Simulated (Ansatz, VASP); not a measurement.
Two plane-wave programs on Fe

Contents of INCAR:

```
  PREC = Accurate
  ENCUT = 690
  EDIFF = 1E-6
  ISMEAR = -1
  SIGMA = 0.05
  LREAL = F
  LASPH = T
  NELM = 200
  ALGO = Normal
  ISIF = 2
  LWAVE = F
  LCHARG = F
  ISPIN = 2
  MAGMOM = 1.537 -1.537
  LORBIT = 11
  LMAXMIX = 4
  GGA = PE
  NBANDS = 27
  GGA_COMPAT = F
```

File KPOINTS:

```
Automatic mesh
0
Gamma
  15 15 10
```

File POSCAR:

```
Fe
1.0
    2.3550310192      0.0000000000      0.0000000000
    0.0000000000      2.3550310192      0.0000000000
    0.0000000000      0.0000000000      3.5802536716
Fe
2
Direct
    1.0000000000      1.0000000000      0.0000000000
    0.5000000000      0.5000000000      0.5000000000
```

Input for Ansatz:

```yaml
crystal:
  lattice:
    - [2.3550310192, 0.0, 0.0]
    - [0.0, 2.3550310192, 0.0]
    - [0.0, 0.0, 3.5802536716]
  atoms:
    - { symbol: Fe, position: [1.0, 1.0, 0.0], spin: 1.537 }
    - { symbol: Fe, position: [0.5, 0.5, 0.5], spin: -1.537 }
hamiltonian:
  xc: pbe
  pseudopotentials:
    kind: paw
    azcp:
      Fe: "pseudopotentials/Fe.paw.azcp"
basis:
  ecutwfc: 420
  fft_grid_basis: typed
kpoints:
  mp_grid: { grid: [15, 15, 10], shift: [0, 0, 0] }
magnetization:
  spin_polarized: true
scf:
  occupations: { method: fermi_dirac, width: 0.05 }
  lower_state_search: "off"
output:
  stress: true
  write_density: true
  write_potential: true
  elf: true
  volumetric_format: npy
```

Alike in both runs: task single point; functional PBE; k mesh 15 × 15 × 10; occupations fermi-dirac, width 0.05 eV; collinear spin.

|  | VASP | Ansatz |
| --- | --- | --- |
| version | VASP 6.6.1 | Ansatz 0.2.0 |
| potentials or method | VASP PAW PBE potentials, release 64 (Fe_sv), cutoff 690 eV | plane waves (420 eV) with PAW, scalar-relativistic |
| valence electrons in the cell | 32 | 32 |

Ansatz gave:

* pressure (GPa): 20.5
* traceless stress, the component that is largest in VASP (GPa): -4.98
* net moment per atom (μB): 0.00
* size of the moment on the site where the two differ most (μB): 1.24

What did VASP give for the same quantities?

Pressure (GPa): 18.6; traceless stress, the component that is largest in VASP (GPa): -4.89; net moment per atom (μB): 0.00; size of the moment on the site where the two differ most (μB): 1.22.

Site moments also hang on the region over which each program counts them. The functional is the same, so the differences come from potentials, cutoffs and numerics.
